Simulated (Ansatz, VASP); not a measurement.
# InSb3: VASP beside Ansatz

INCAR

```
SYSTEM = InSb3
ALGO = Normal
EDIFF = 1E-6
ENCUT = 500
GGA = PS
GGA_COMPAT = .FALSE.
ISIF = 2
ISMEAR = 0
LASPH = .TRUE.
LCHARG = .FALSE.
LREAL = .FALSE.
LWAVE = .FALSE.
NBANDS = 22
NELM = 120
PREC = Accurate
SIGMA = 0.15
```

The input KPOINTS:

```
k-points
0
G
  10 10 10
  0 0 0
```

The input POSCAR:

```
InSb3
1.0
    4.7282366893      0.0000000000      0.0000000000
    0.0000000000      4.7282366893      0.0000000000
    0.0000000000      0.0000000000      4.7282366893
In Sb
1 3
Direct
    0.0000000000      0.0000000000      0.0000000000
    0.4428962597      0.0000000000      0.5000000000
    0.0000000000      0.5000000000      0.5000000000
    0.5000000000      0.5000000000      0.0000000000
```

Input for Ansatz:

```yaml
crystal:
  lattice:
    - [4.7282366893, 0.0, 0.0]
    - [0.0, 4.7282366893, 0.0]
    - [0.0, 0.0, 4.7282366893]
  atoms:
    - { symbol: In, position: [0.0, 0.0, 0.0] }
    - { symbol: Sb, position: [0.4428962597, 0.0, 0.5] }
    - { symbol: Sb, position: [0.0, 0.5, 0.5] }
    - { symbol: Sb, position: [0.5, 0.5, 0.0] }
basis:
  ecutwfc: 420
kpoints:
  mp_grid: { grid: [10, 10, 10] }
hamiltonian:
  xc: pbesol
scf:
  occupations: { method: gaussian, width: 0.15 }
output:
  forces: true
  stress: true
  eigenvalues: true
```

Alike in both runs: task single point; functional PBEsol; k mesh 10 × 10 × 10; occupations gaussian, width 0.15 eV; no spin polarisation.

|  | VASP | Ansatz |
| --- | --- | --- |
| version | VASP 6.6.1 | Ansatz 0.2.0 |
| potentials or method | VASP PAW PBE potentials, release 64 (In_d, Sb), cutoff 500 eV | scalar-relativistic, plane waves, PAW |
| valence electrons in the cell | 28 | 58 |

VASP gave:

| Item | Value |
| --- | --- |
| gap on the k mesh at the Fermi level (eV) | none |
| pressure (GPa) | 0.6 |
| traceless stress, the component that is largest in VASP (GPa) | -0.37 |
| rms of the force components (eV/Å) | 0.165 |

Which values does Ansatz return?

gap on the k mesh at the Fermi level (eV): none; pressure (GPa): 0.6; traceless stress, the component that is largest in VASP (GPa): -0.37; rms of the force components (eV/Å): 0.162.

VASP's potentials were made for PBE, not for PBEsol. Atom by atom the forces differ by 0.004 eV/Å (rms over components). A gap of «none» marks a metal or a gap that the smearing closes. VASP's potentials hold 28 valence electrons a cell and Ansatz's 58, so a difference there can come from the potentials and not from the codes.

Neither program's run includes spin-orbit coupling.
